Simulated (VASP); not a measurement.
# S (P6/mmm) in VASP: a series of runs

The runs below take S through single point, with PBEsol.

Everything below comes from runs of VASP 6.6.1. Logs are shortened: lines on timing, memory, paths and dates and some standing lists are left out, and cuts for length are marked.

**1. The cell of the first run**

The structure is hexagonal, space group P6/mmm (No. 191). The conventional cell has a = 2.102 Å, b = 2.102 Å, c = 1.946 Å, α = 90.00°, β = 90.00°, γ = 120.00°. S (site symmetry 6/mmm) has 8 S at 1.95 to 2.10 Å within 2.6 Å.

This isn't the form of S at room conditions, which is orthorhombic, of S8 rings.

**2. Single point, PBEsol**

Input file INCAR:

```
SYSTEM = S
PREC = Accurate ; ENCUT = 500
EDIFF = 1E-6 ; ISMEAR = -1
SIGMA = 0.08 ; LREAL = .FALSE.
LASPH = .TRUE. ; NELM = 120
ALGO = Normal ; ISIF = 2
LWAVE = .FALSE. ; LCHARG = .FALSE.
GGA = PS ; NBANDS = 9
GGA_COMPAT = .FALSE.
```

Input file KPOINTS:

```
regular mesh
0
G
  20 20 18
  0 0 0
```

Input file POSCAR:

```
S
1.0
    2.1023091687      0.0000000000      0.0000000000
   -1.0511545844      1.8206531467      0.0000000000
    0.0000000000      0.0000000000      1.9456904782
S
1
Direct
    0.0000000000      0.0000000000      0.0000000000
```

Potentials or basis: VASP PAW PBE potentials, release 64 (S).

On the command line:

```sh
$ cat potpaw_PBE.64/S/POTCAR > POTCAR
$ mpirun -np 1 vasp_std > vasp.out
```

OUTCAR:

```text
SYSTEM = S
   PREC = Accurate
   ENCUT = 500
   EDIFF = 1E-6
   ISMEAR = -1
   LREAL = .FALSE.
   LASPH = .TRUE.
   NELM = 120
   ISIF = 2
   GGA = PS

 ion  position               nearest neighbor table
   1  0.000  0.000  0.000-

  LATTYP: Found a hexagonal cell.
 ALAT       =     2.1023091687
 C/A-ratio  =     0.9255015900

  Lattice vectors:

 A1 = (   2.1023091687,   0.0000000000,   0.0000000000)
 A2 = (  -1.0511545844,   1.8206531467,   0.0000000000)
 A3 = (   0.0000000000,   0.0000000000,   1.9456904782)

Analysis of symmetry for initial positions (statically):
=====================================================================
 Subroutine PRICEL returns:
 Original cell was already a primitive cell.

 Routine SETGRP: Setting up the symmetry group for a
 hexagonal supercell.

 Subroutine GETGRP returns: Found 24 space group operations
 (whereof 24 operations were pure point group operations)
 out of a pool of 24 trial point group operations.

The static configuration has the point symmetry D_6h.

Analysis of symmetry for dynamics (positions and initial velocities):
=====================================================================
 Subroutine PRICEL returns:
 Original cell was already a primitive cell.

 Routine SETGRP: Setting up the symmetry group for a
 hexagonal supercell.

 Subroutine GETGRP returns: Found 24 space group operations
 (whereof 24 operations were pure point group operations)
 out of a pool of 24 trial point group operations.

The dynamic configuration has the point symmetry D_6h.

 Subroutine INISYM returns: Found 24 space group operations
 (whereof 24 operations are pure point group operations),
 and found     1 'primitive' translations

----------------------------------------------------------------------------------------

                                     Primitive cell

  volume of cell :       7.4473

  direct lattice vectors                    reciprocal lattice vectors
     2.102309169  0.000000000  0.000000000     0.475667430  0.274626719  0.000000000
    -1.051154584  1.820653147  0.000000000     0.000000000  0.549253438  0.000000000
     0.000000000  0.000000000  1.945690478     0.000000000  0.000000000  0.513956362

  length of vectors
     2.102309169  2.102309169  1.945690478     0.549253438  0.549253438  0.513956362

  position of ions in fractional coordinates (direct lattice)
     0.000000000  0.000000000  0.000000000

  ion indices of the primitive-cell ions
   primitive index   ion index
                 1           1

----------------------------------------------------------------------------------------

 KPOINTS: regular mesh

Automatic generation of k-mesh.
 Grid dimensions read from file:
 generate k-points for:   20   20   18

 Generating k-lattice:

  Cartesian coordinates                     Fractional coordinates (reciprocal lattice)
     0.023783372  0.013731336  0.000000000     0.050000000 -0.000000000  0.000000000
     0.000000000  0.027462672  0.000000000     0.000000000  0.050000000  0.000000000
     0.000000000  0.000000000  0.028553131     0.000000000  0.000000000  0.055555556

  Length of vectors
     0.027462672  0.027462672  0.028553131

  Shift w.r.t. Gamma in fractional coordinates (k-lattice)
     0.000000000  0.000000000  0.000000000

 Subroutine IBZKPT returns following result:
 ===========================================

 Found    440 irreducible k-points:

 Following reciprocal coordinates:
            Coordinates               Weight
  0.000000  0.000000  0.000000      1.000000
  0.050000 -0.000000  0.000000      6.000000
  0.100000 -0.000000  0.000000      6.000000
  0.150000 -0.000000  0.000000      6.000000
  0.200000 -0.000000  0.000000      6.000000
  0.250000  0.000000  0.000000      6.000000
[... 16 lines left out ...]
  0.200000  0.100000  0.000000     12.000000
  0.250000  0.100000  0.000000     12.000000
 [... further k-points ...]
   k-points           NKPTS =    440   k-points in BZ     NKDIM =    440   number of bands    NBANDS=      9
   number of dos      NEDOS =    301   number of ions     NIONS =      1
   total plane-waves  NPLWV =   3584
   dimension x,y,z NGX =    16 NGY =   16 NGZ =   14
   dimension x,y,z NGXF=    32 NGYF=   32 NGZF=   28
   ions per type =               1
   NGX,Y,Z   is equivalent  to a cutoff of  12.65, 12.65, 11.96 a.u.
   NGXF,Y,Z  is equivalent  to a cutoff of  25.30, 25.30, 23.92 a.u.
 SYSTEM =  S
   PREC   = accura    normal or accurate (medium, high low for compatibility)
   ISTART =      0    job   : 0-new  1-cont  2-samecut
   ICHARG =      2    charge: 1-file 2-atom 10-const
   ISPIN  =      1    spin polarized calculation?
   LNONCOLLINEAR =      F non collinear calculations
   LSORBIT =      F    spin-orbit coupling
   LASPH  =      T    aspherical Exc in radial PAW
   ENCUT  =  500.0 eV  36.75 Ry    6.06 a.u.   3.83  3.83  3.55*2*pi/ulx,y,z
   NELM   =    120;   NELMIN=  2; NELMDL= -5     # of ELM steps
   EDIFF  = 0.1E-05   stopping-criterion for ELM
   LREAL  =      F    real-space projection
   EDIFFG = 0.1E-04   stopping-criterion for IOM
   NSW    =      0    number of steps for IOM
   IBRION =     -1    ionic relax: 0-MD 1-quasi-New 2-CG
   NFREE  =      0    steps in history (QN), initial steepest desc. (CG)
   ISIF   =      2    stress and relaxation
   ISYM   =      2    0-nonsym 1-usesym 2-fastsym
   POTIM  = 0.5000    time-step for ionic-motion
   TEBEG  =    0.0;   TEEND  =   0.0 temperature during run
   PSTRESS=    0.0 pullay stress
   NELECT =       6.0000    total number of electrons
   NUPDOWN=      -1.0000    fix difference up-down
   EMIN   =  10.00;   EMAX   =-10.00  energy-range for DOS
   EFERMI =   0.00;   METHOD = LEGACY
   ISMEAR =    -1;   SIGMA  =   0.08  broadening in eV -4-tet -1-fermi 0-gaus
   EFERMI_NEDOS =   21; number of points for ismear=-14 and -15
   IALGO  =     38    algorithm
   IMIX   =      4    mixing-type and parameters
     AMIX     =   0.40;   BMIX     =  1.00
     AMIX_MAG =   1.60;   BMIX_MAG =  1.00
  volume/ion in A,a.u.               =       7.45        50.26
  Fermi-wavevector in a.u.,A,eV,Ry     =   1.523326  2.878668 31.572602  2.320521
  Thomas-Fermi vector in A             =   2.631784
   LORBIT       =      0    0 simple, 1 ext, 2 COOP (PROOUT), +10 PAW based schemes
   GGA     = PS    functional components
   LHFCALC =     F    Hartree Fock is set to
   AEXX    =    0.0000 exact exchange contribution
   IVDW    =     0    specifies the selected vdW correction
   LEPSILON=     F    determine dielectric tensor
   LRPA    =     F    only Hartree local field effects (RPA)
 non-spin polarized calculation
  energy-cutoff  :      500.00
  volume of cell :        7.45
 maximum number of plane-waves:       201
 NGX is ok and might be reduce to    16
   NGX =  7   NGY =  7   NGZ =  7

 number of electron       6.0000000 magnetization

 Free energy of the ion-electron system (eV)
  ---------------------------------------------------
  ext. energy  EPLUGINS =         0.00000000
  ---------------------------------------------------
  free energy    TOTEN  =         0.25745393 eV

  energy without entropy =        0.26398849  energy(sigma->0) =        0.26072121

 E-fermi :  22.9653     XC(G=0): -14.9673

 val. band max:       22.9426343445   @ k =   0.2000   0.0500   0.3333
 cond. band min:      22.9706807559   @ k =   0.3500   0.3000   0.5000
 fundamental gap:      0.0280464114
 Fermi energy:        22.9652798386

 k-point     1 :       0.0000    0.0000    0.0000
  band No.  band energies     occupation
      1      -5.6190      2.00000
      2      27.3124      0.00000
      3      28.4582      0.00000
      4      30.4221      0.00000
      5      30.4221      0.00000
      6      34.6046      0.00000
      7      34.6046      0.00000
      8      43.9968      0.00000
      9      47.4026      0.00000

 k-point     2 :       0.0500   -0.0000    0.0000
  band No.  band energies     occupation
      1      -5.5133      2.00000
      2      26.6698      0.00000
      3      28.5453      0.00000
      4      29.7902      0.00000
      5      30.1700      0.00000
      6      34.5381      0.00000
      7      35.4308      0.00000
      8      45.0960      0.00000
      9      47.6617      0.00000

 k-point     3 :       0.1000   -0.0000    0.0000
  band No.  band energies     occupation
      1      -5.1967      2.00000
      2      24.8902      0.00000
      3      28.5772      0.00000
      4      28.8060      0.00000
      5      29.5889      0.00000
      6      34.6302      0.00000
      7      37.2254      0.00000
      8      47.6047      0.00000
      9      48.5912      0.00000

 k-point     4 :       0.1500   -0.0000    0.0000
  band No.  band energies     occupation
      1      -4.6700      2.00000
      2      22.4267      1.99762
      3      27.3345      0.00000
      4      28.8984      0.00000
      5      29.2393      0.00000
      6      35.0536      0.00000
      7      39.4338      0.00000
      8      49.1105      0.00000
      9      51.6836      0.00000
[... 205 lines left out ...]
 k-point    22 :       0.1500    0.1000    0.0000
  band No.  band energies     occupation
      1      -3.6203      2.00000
      2      19.7376      2.00000
      3      22.5046      1.99370
      4      30.0990      0.00000
      5      31.3077      0.00000
      6      35.8411      0.00000
      7      41.3056      0.00000
      8      50.6008      0.00000
      9      51.5938      0.00000

 k-point    23 :       0.2000    0.1000    0.0000
  band No.  band energies     occupation
      1      -2.6802      2.00000
      2      17.1338      2.00000
      3      21.2822      2.00000
      4      30.8630      0.00000
      5      31.2356      0.00000
      6      36.7851      0.00000
      7      43.3328      0.00000
      8      48.5540      0.00000
      9      52.4721      0.00000

 k-point    24 :       0.2500    0.1000    0.0000
  band No.  band energies     occupation
      1      -1.5371      2.00000
      2      14.4792      2.00000
      3      20.3775      2.00000
      4      30.9686      0.00000
      5      31.7787      0.00000
      6      37.9584      0.00000
      7      45.6302      0.00000
      8      46.4593      0.00000
      9      52.5330      0.00000

 [... further k-points ...]

------------------------ aborting loop because EDIFF is reached ----------------------------------------

  FORCE on cell =-STRESS in cart. coord.  units (eV):
  Direction    XX          YY          ZZ          XY          YZ          ZX
  --------------------------------------------------------------------------------------
  -------------------------------------------------------------------------------------
  Total       11.6519379     11.6519379     11.5408710     -0.0000000     -0.0000000      0.0000000
  in kB     2506.7509483   2506.7509482   2482.8564740     -0.0000001     -0.0000000      0.0000000
  external PRESSURE =    2498.7861235 kB  Pullay stress =       0.0000000 kB

 VOLUME and BASIS-vectors are now :
 -----------------------------------------------------------------------------
  energy-cutoff  :      500.00
  volume of cell :        7.45
      direct lattice vectors                 reciprocal lattice vectors
     2.102309169  0.000000000  0.000000000     0.475667430  0.274626719  0.000000000
    -1.051154584  1.820653147  0.000000000     0.000000000  0.549253438  0.000000000
     0.000000000  0.000000000  1.945690478     0.000000000  0.000000000  0.513956362

 POSITION                                       TOTAL-FORCE (eV/Angst)
 -----------------------------------------------------------------------------------
      0.00000      0.00000      0.00000         0.000000      0.000000      0.000000
 -----------------------------------------------------------------------------------
    total drift:                               -0.000000     -0.000000      0.000000

  FREE ENERGIE OF THE ION-ELECTRON SYSTEM (eV)
  ---------------------------------------------------
  free  energy   TOTEN  =         0.2574539268 eV

  energy  without entropy=        0.2639884920  energy(sigma->0) =        0.26072121
```

It took 7.1 s on 1 thread of Intel Xeon 6975P-C (Granite Rapids), shared host; peak memory 0.13 GiB.

Results:

```yaml
Free_energy: 0.2575 eV
Pressure: 249.9 GPa
Band_gap_on_the_k_mesh: zero (bands 3 and 4 overlap by 17.49 eV)
```

Stress tensor (GPa, compression positive):
```
250.68   0.00   0.00
  0.00 250.68   0.00
  0.00   0.00 248.29
```

Caveat: the cell stands under pressure; the PAW data sets were made with another functional, which shifts forces and pressure a little.

**3. Single point, PBEsol**

Input file INCAR:

```
SYSTEM = S
PREC = Accurate
ENCUT = 500
EDIFF = 1E-6
ISMEAR = -1
SIGMA = 0.08
LREAL = .FALSE.
LASPH = .TRUE.
NELM = 120
ALGO = Normal
ISIF = 2
LWAVE = .FALSE.
LCHARG = .TRUE.
GGA = PS
LELF = .TRUE.
LVHAR = .TRUE.
NBANDS = 9
GGA_COMPAT = .FALSE.
```

KPOINTS is that of step 2.

Input file POSCAR:

```
S
1.0
    2.1030295438      0.0000000000      0.0000000000
   -1.0515147719      1.8212770098      0.0000000000
    0.0000000000      0.0000000000      1.9458250159
S
1
Direct
    0.0000000000      0.0000000000      0.0000000000
```

Potentials or basis: VASP PAW PBE potentials, release 64 (S).

On the command line:

```sh
$ cat potpaw_PBE.64/S/POTCAR > POTCAR
$ mpirun -np 1 vasp_std > vasp.out
```

Run time: 8.2 s. Hardware: 1 thread of Intel Xeon 6975P-C (Granite Rapids), shared host; peak memory 0.13 GiB.

The run converged. Its results:

```yaml
Free_energy: 0.2487 eV
Pressure: 249.3 GPa
Band_gap_on_the_k_mesh: zero (bands 3 and 4 overlap by 17.48 eV)
```

Stress tensor (GPa, compression positive):
```
250.00   0.00   0.00
  0.00 250.00   0.00
  0.00   0.00 247.96
```

Levels at points of the mesh, in eV from the Fermi level:
| k point | band 1 | band 2 | band 3 | band 4 | band 5 | band 6 | band 7 |
| --- | --- | --- | --- | --- | --- | --- | --- |
| (0.00, 0.00, 0.00) | -28.57 | 4.35 | 5.50 | 7.44 | 7.44 | 11.64 | 11.64 |
| (0.50, 0.00, 0.00) | -18.81 | -17.61 | 0.02 | 2.75 | 12.27 | 17.21 | 19.70 |
| (0.00, 0.00, 0.50) | -20.64 | -18.29 | 12.89 | 12.89 | 15.99 | 15.99 | 17.86 |
| (0.50, 0.00, 0.50) | -11.57 | -11.02 | -9.44 | -4.43 | 5.61 | 11.84 | 12.47 |

Caveat: the cell stands under pressure; the PAW data sets were made with another functional, which shifts forces and pressure a little.
